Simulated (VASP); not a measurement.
# Na (P6_3/mmc) in VASP: notebook

Na is run at these levels: PBE; tasks: single point.

Everything below comes from runs of VASP 6.6.1. Logs are shortened: lines on timing, memory, paths and dates and some standing lists are left out, and cuts for length are marked.

### 1 The cell of the first run

The structure is hexagonal, space group P6_3/mmc (No. 194). Conventional cell: a = 3.475 Å, b = 3.475 Å, c = 11.053 Å, α = 90.00°, β = 90.00°, γ = 120.00°. Na (site symmetry -3m) has 12 Na at 3.41 to 3.47 Å within 4.5 Å. Within 4.5 Å of Na (site symmetry -6m2) lie 12 Na at 3.41 to 3.47 Å.

This isn't the form of Na at room conditions, which is bcc.

### 2 Single point, PBE

Input file INCAR:

```
SYSTEM = Na
PREC     = Accurate       ! precision mode
ENCUT    = 520            ! plane-wave cutoff, eV
EDIFF    = 1E-7           ! SCF threshold, eV
ISMEAR   = -1             ! smearing method
SIGMA    = 0.1            ! smearing width, eV
LREAL    = .False.        ! projectors in reciprocal space
LASPH    = .True.         ! aspherical terms in the spheres
NELM     = 80             ! most SCF steps
ALGO     = Normal         ! electronic algorithm
ISIF     = 2              ! what is computed and relaxed
LWAVE    = .False.        ! write WAVECAR
LCHARG   = .False.        ! write CHGCAR
GGA      = PE             ! functional
NBANDS   = 22             ! bands
```

Input file KPOINTS:

```
Automatic mesh
0
Gamma
  8 8 5
  0 0 0
```

Input file POSCAR:

```
Na
1.0
    3.4745759617      0.0000000000      0.0000000000
   -1.7372879809      3.0090710502      0.0000000000
    0.0000000000      0.0000000000     11.0530987613
Na
4
Direct
    0.0000000000      0.0000000000      0.0000000000
    0.0000000000      0.0000000000      0.5000000000
    0.3333333333      0.6666666667      0.2500000000
    0.6666666667      0.3333333333      0.7500000000
```

Potentials or basis: VASP PAW PBE potentials, release 64 (Na_pv).

On the command line:

```bash
cat potpaw_PBE.64/Na_pv/POTCAR > POTCAR
mpirun -np 1 vasp_std > vasp.out
```

OUTCAR:

```text
SYSTEM = Na
   PREC = Accurate
   ENCUT = 520
   EDIFF = 1E-7
   ISMEAR = -1
   LREAL = .False.
   LASPH = .True.
   NELM = 80
   ISIF = 2
   GGA = PE

 ion  position               nearest neighbor table
   1  0.000  0.000  0.000-
   2  0.000  0.000  0.500-
   3  0.333  0.667  0.250-
   4  0.667  0.333  0.750-

  LATTYP: Found a hexagonal cell.
 ALAT       =     3.4745759617
 C/A-ratio  =     3.1811360244

  Lattice vectors:

 A1 = (   3.4745759617,   0.0000000000,   0.0000000000)
 A2 = (  -1.7372879809,   3.0090710502,   0.0000000000)
 A3 = (   0.0000000000,   0.0000000000,  11.0530987613)

Analysis of symmetry for initial positions (statically):
=====================================================================
 Subroutine PRICEL returns:
 Original cell was already a primitive cell.

 Routine SETGRP: Setting up the symmetry group for a
 hexagonal supercell.

 Subroutine GETGRP returns: Found 24 space group operations
 (whereof 12 operations were pure point group operations)
 out of a pool of 24 trial point group operations.

The static configuration has the point symmetry D_3d.
 The point group associated with its full space group is D_6h.

Analysis of symmetry for dynamics (positions and initial velocities):
=====================================================================
 Subroutine PRICEL returns:
 Original cell was already a primitive cell.

 Routine SETGRP: Setting up the symmetry group for a
 hexagonal supercell.

 Subroutine GETGRP returns: Found 24 space group operations
 (whereof 12 operations were pure point group operations)
 out of a pool of 24 trial point group operations.

The dynamic configuration has the point symmetry D_3d.
 The point group associated with its full space group is D_6h.

 Subroutine INISYM returns: Found 24 space group operations
 (whereof 12 operations are pure point group operations),
 and found     1 'primitive' translations

----------------------------------------------------------------------------------------

                                     Primitive cell

  volume of cell :     115.5629
[... 85 lines left out ...]
   ISTART =      0    job   : 0-new  1-cont  2-samecut
   ICHARG =      2    charge: 1-file 2-atom 10-const
   ISPIN  =      1    spin polarized calculation?
   LNONCOLLINEAR =      F non collinear calculations
   LSORBIT =      F    spin-orbit coupling
   LASPH  =      T    aspherical Exc in radial PAW
   ENCUT  =  520.0 eV  38.22 Ry    6.18 a.u.   6.46  6.46 20.55*2*pi/ulx,y,z
   NELM   =     80;   NELMIN=  2; NELMDL= -5     # of ELM steps
   EDIFF  = 0.1E-06   stopping-criterion for ELM
   LREAL  =      F    real-space projection
   EDIFFG = 0.1E-05   stopping-criterion for IOM
   NSW    =      0    number of steps for IOM
   IBRION =     -1    ionic relax: 0-MD 1-quasi-New 2-CG
   NFREE  =      0    steps in history (QN), initial steepest desc. (CG)
   ISIF   =      2    stress and relaxation
   ISYM   =      2    0-nonsym 1-usesym 2-fastsym
   POTIM  = 0.5000    time-step for ionic-motion
   TEBEG  =    0.0;   TEEND  =   0.0 temperature during run
   PSTRESS=    0.0 pullay stress
   NELECT =      28.0000    total number of electrons
   NUPDOWN=      -1.0000    fix difference up-down
   EMIN   =  10.00;   EMAX   =-10.00  energy-range for DOS
   EFERMI =   0.00;   METHOD = LEGACY
   ISMEAR =    -1;   SIGMA  =   0.10  broadening in eV -4-tet -1-fermi 0-gaus
   EFERMI_NEDOS =   21; number of points for ismear=-14 and -15
   IALGO  =     38    algorithm
   IMIX   =      4    mixing-type and parameters
     AMIX     =   0.40;   BMIX     =  1.00
     AMIX_MAG =   1.60;   BMIX_MAG =  1.00
  volume/ion in A,a.u.               =      28.89       194.96
  Fermi-wavevector in a.u.,A,eV,Ry     =   1.020598  1.928651 14.172106  1.041620
  Thomas-Fermi vector in A             =   2.154176
   LORBIT       =      0    0 simple, 1 ext, 2 COOP (PROOUT), +10 PAW based schemes
   GGA     = PE    functional components
   LHFCALC =     F    Hartree Fock is set to
   AEXX    =    0.0000 exact exchange contribution
   IVDW    =     0    specifies the selected vdW correction
   LEPSILON=     F    determine dielectric tensor
   LRPA    =     F    only Hartree local field effects (RPA)
 non-spin polarized calculation
  energy-cutoff  :      520.00
  volume of cell :      115.56
 maximum number of plane-waves:      3149
 NGX is ok and might be reduce to    28
   NGX = 13   NGY = 13   NGZ = 41

 number of electron      28.0000021 magnetization

 Free energy of the ion-electron system (eV)
  ---------------------------------------------------
  ext. energy  EPLUGINS =         0.00000000
  ---------------------------------------------------
  free energy    TOTEN  =        -5.01654645 eV

  energy without entropy =       -4.96830153  energy(sigma->0) =       -4.99242399

 E-fermi :   1.1289     XC(G=0):  -7.1910

 val. band max:        1.1171547245   @ k =   0.3750   0.1250   0.4000
 cond. band min:       1.2006265469   @ k =   0.2500   0.2500   0.2000
 fundamental gap:      0.0834718224
 Fermi energy:         1.1288788376

 k-point     1 :       0.0000    0.0000    0.0000
  band No.  band energies     occupation
      1     -23.6884      2.00000
      2     -23.6446      2.00000
      3     -23.6444      2.00000
      4     -23.6118      2.00000
      5     -23.6118      2.00000
      6     -23.6055      2.00000
[... 589 lines left out ...]
     21       6.5414      0.00000
     22       7.4999      0.00000

 [... further k-points ...]

------------------------ aborting loop because EDIFF is reached ----------------------------------------

  FORCE on cell =-STRESS in cart. coord.  units (eV):
  Direction    XX          YY          ZZ          XY          YZ          ZX
  --------------------------------------------------------------------------------------
  -------------------------------------------------------------------------------------
  Total        2.1998065      2.1998065      2.2385272     -0.0000000      0.0000000      0.0000000
  in kB       30.4983786     30.4983786     31.0352069     -0.0000000      0.0000000      0.0000000
  external PRESSURE =      30.6773214 kB  Pullay stress =       0.0000000 kB

 VOLUME and BASIS-vectors are now :
 -----------------------------------------------------------------------------
  energy-cutoff  :      520.00
  volume of cell :      115.56
      direct lattice vectors                 reciprocal lattice vectors
     3.474575962  0.000000000  0.000000000     0.287804904  0.166164239  0.000000000
    -1.737287981  3.009071050  0.000000000     0.000000000  0.332328477  0.000000000
     0.000000000  0.000000000 11.053098761     0.000000000  0.000000000  0.090472366

 POSITION                                       TOTAL-FORCE (eV/Angst)
 -----------------------------------------------------------------------------------
      0.00000      0.00000      0.00000         0.000000      0.000000     -0.000000
      0.00000      0.00000      5.52655         0.000000      0.000000     -0.000000
     -0.00000      2.00605      2.76327        -0.000000     -0.000000      0.000000
      1.73729      1.00302      8.28982        -0.000000      0.000000      0.000000
 -----------------------------------------------------------------------------------
    total drift:                                0.000000     -0.000000      0.000000

  FREE ENERGIE OF THE ION-ELECTRON SYSTEM (eV)
  ---------------------------------------------------
  free  energy   TOTEN  =        -5.0165464527 eV

  energy  without entropy=       -4.9683015252  energy(sigma->0) =       -4.99242399
```

OSZICAR:

```text
N       E                     dE             d eps       ncg     rms          rms(c)
DAV:   1     0.253987026532E+03    0.25399E+03   -0.15193E+04  1360   0.134E+03
DAV:   2     0.842905842709E+01   -0.24556E+03   -0.24123E+03  1326   0.386E+02
DAV:   3    -0.478799597523E+01   -0.13217E+02   -0.13147E+02  1620   0.110E+02
DAV:   4    -0.501925789891E+01   -0.23126E+00   -0.23123E+00  1464   0.151E+01
DAV:   5    -0.502459152300E+01   -0.53336E-02   -0.53336E-02  1608   0.240E+00    0.482E-01
DAV:   6    -0.501999584388E+01    0.45957E-02   -0.32017E-03  1736   0.618E-01    0.314E-01
DAV:   7    -0.501656976870E+01    0.34261E-02   -0.40739E-03  1806   0.645E-01    0.373E-02
DAV:   8    -0.501655168105E+01    0.18088E-04   -0.32224E-04  1566   0.281E-01    0.713E-03
DAV:   9    -0.501654856021E+01    0.31208E-05   -0.11187E-05  1566   0.502E-02    0.273E-03
DAV:  10    -0.501654642440E+01    0.21358E-05   -0.81403E-07  1518   0.887E-03    0.201E-04
DAV:  11    -0.501654645271E+01   -0.28307E-07   -0.92763E-09   888   0.122E-03
   1 F= -.50165465E+01 E0= -.49924240E+01  d E =-.482449E-01
```

stdout:

```text
POSCAR found type information on POSCAR Na
 POSCAR found :  1 types and       4 ions
 scaLAPACK will be used
 LDA part: xc-table for (Slater+PW92), standard interpolation
 POSCAR, INCAR and KPOINTS ok, starting setup
 FFT: planning ... GRIDC
 FFT: planning ... GRID_SOFT
 FFT: planning ... GRID
 WAVECAR not read
 entering main loop
```

It took 1.8 min on 1 thread of Intel Xeon 8259CL, shared host; peak memory 0.25 GiB.

What came out:

```yaml
Free_energy: -5.0165 eV
Pressure: 3.1 GPa
Band_gap_on_the_k_mesh: zero (bands 14 and 15 overlap by 3.74 eV)
```

Caveat: the cell stands under pressure.

(Continued in part 2 of 2.)
